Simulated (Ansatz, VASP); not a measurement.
HgTe: VASP beside Ansatz

```xyz
2
Lattice="-0.0322 3.2074 3.2074 3.2074 -0.0322 3.2074 3.2074 3.2074 -0.0322" Properties=species:S:1:pos:R:3 pbc="T T T"
Hg    0.0000    0.0000    0.0000
Te    4.7869    4.7869    4.7869
```

Change from the starting cell: equal xy, yz and zx shear strains of -1 %, PAW files.

Alike in both runs: task electric field gradients; functional PBEsol; k mesh 9 × 9 × 9; occupations fermi-dirac, width 0.05 eV; no spin polarisation.

|  | VASP | Ansatz |
| --- | --- | --- |
| version | VASP 6.6.1 | Ansatz 0.2.0 |
| potentials or method | VASP PAW PBE potentials, release 64 (Hg, Te) | PAW with Ansatz's default frozen-core files, scalar-relativistic |
| plane-wave cutoff (eV) | 520 | 420 |
| valence electrons in the cell | 18 | 36 |

|  | VASP | Ansatz | Ansatz less VASP |
| --- | --- | --- | --- |
| pressure (GPa) | 1.5 | 1.3 | -0.13 |
| traceless stress, the component that is largest in VASP (GPa) | 0.43 | 0.43 | -0.007 |
| rms of the force components (eV/Å) | 0.064 | 0.062 | -0.0021 |
| size of Vzz on the site where it differs most (V/Å²) | 28.3 | 23.3 | -5.01 |

VASP's potentials were made for PBE, not for PBEsol. Atom by atom the forces differ by 0.002 eV/Å (rms over components). The functional is the same, so the differences come from potentials, cutoffs and numerics. VASP's potentials hold 18 valence electrons a cell and Ansatz's 36, so a difference there can come from the potentials and not from the codes.

Spin-orbit coupling is off throughout.
